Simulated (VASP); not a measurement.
**C: single point with r2SCAN**

Crystal: C.

```
C
1.0
     1.24547    0.72158    3.56507
    -1.21836    0.72132    3.55566
     0.01333   -1.42832    3.55743
C
2
Direct
  0.20935 0.12991 0.14806
  0.79065 0.87009 0.85194
```

This cell differs from its parent crystal: atoms moved at random and the cell strained at random.

```yaml
Program: VASP 6.6.1
Task: single point
Functional: r2SCAN
Potentials_or_basis: VASP PAW PBE potentials, release 64 (C)
Cutoff: 520 eV
k_mesh: 12 × 12 × 12
Occupations: gaussian, width 0.05 eV
Spin: no spin polarisation
Dipole_correction: no
Further_INCAR_settings: ALGO = Normal; EDIFF = 1e-07; NBANDS = 11
```

```json
{
  "Pressure": "15.7 GPa",
  "Largest force": "13.012 eV/Å",
  "Band gap on the k mesh": "zero (bands 4 and 5 overlap by 1.03 eV)"
}
```

Forces on the atoms (eV/Å):
```
C   -11.741  -5.517   1.017
C    11.741   5.517  -1.017
```

Stress tensor (GPa, compression positive):
```
37.18 25.00  9.34
25.00 11.25  4.46
 9.34  4.46 -1.34
```

Levels at points of the mesh, in eV from the Fermi level:
```csv
k point,band 2,band 3,band 4,band 5,band 6,band 7
"(0.00, 0.00, 0.00)",-6.98,-5.60,0.55,4.23,4.97,11.14
"(0.50, 0.00, 0.00)",-13.93,-5.33,-0.19,-0.07,8.60,11.65
"(0.00, 0.50, 0.00)",-12.47,-7.00,-2.96,3.86,6.49,12.97
"(0.50, 0.50, 0.00)",-12.93,-6.02,-3.21,2.76,6.06,13.04
"(0.00, 0.00, 0.50)",-12.99,-6.01,-2.64,3.06,6.24,12.72
"(0.50, 0.00, 0.50)",-12.41,-7.02,-3.49,3.59,6.28,12.82
"(0.00, 0.50, 0.50)",-13.85,-5.37,-0.93,-0.48,8.33,13.50
"(0.50, 0.50, 0.50)",-8.46,-5.59,0.54,4.96,9.81,11.14
```

It took 23 min on 1 thread of Intel(R) Xeon(R) Platinum 8259CL CPU @ 2.50GHz (Skylake/Cascade Lake), with other jobs on the host, peak memory 0.28 GiB.

Caveat: the cell differs from its parent crystal (atoms moved at random and the cell strained at random); the cell stands under pressure; the PAW data sets were made with another functional, which shifts forces and pressure a little.
